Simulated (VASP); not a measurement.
Br, 4 atoms in the cell. It takes space group Cmce (No. 64, orthorhombic). The conventional cell has a = 6.670 Å, b = 4.480 Å, c = 8.720 Å, α = 90.00°, β = 90.00°, γ = 90.00°. Within 3.0 Å of Br (site symmetry m) lie 1 Br at 2.27 Å. 

- Program: VASP 6.6.1
- Task: electric field gradients
- Functional: PBE
- Potentials or basis: VASP PAW PBE potentials, release 64 (Br)
- Cutoff: 520 eV
- k mesh: 7 × 7 × 3
- Occupations: fermi-dirac, width 0.01 eV
- Spin: no spin polarisation
- Dipole correction: no
- Further INCAR settings: ALGO = Normal; EDIFF = 1e-08; NBANDS = 22

Potentials or basis: VASP PAW PBE potentials, release 64 (Br).

Command:

```console
$ cat potpaw_PBE.64/Br/POTCAR > POTCAR
$ mpirun -np 1 vasp_std > vasp.out
```

Hardware: 1 thread of AMD EPYC 7R43 64-Core Processor (Zen 3), on a shared host.

Problem. How long does it take, and how much memory?

Solution. Wall time 2.2 min on 1 thread of AMD EPYC 7R43 64-Core Processor (Zen 3), on a shared host, peak memory 0.22 GiB. Counts: scf iterations 16, k points 32.
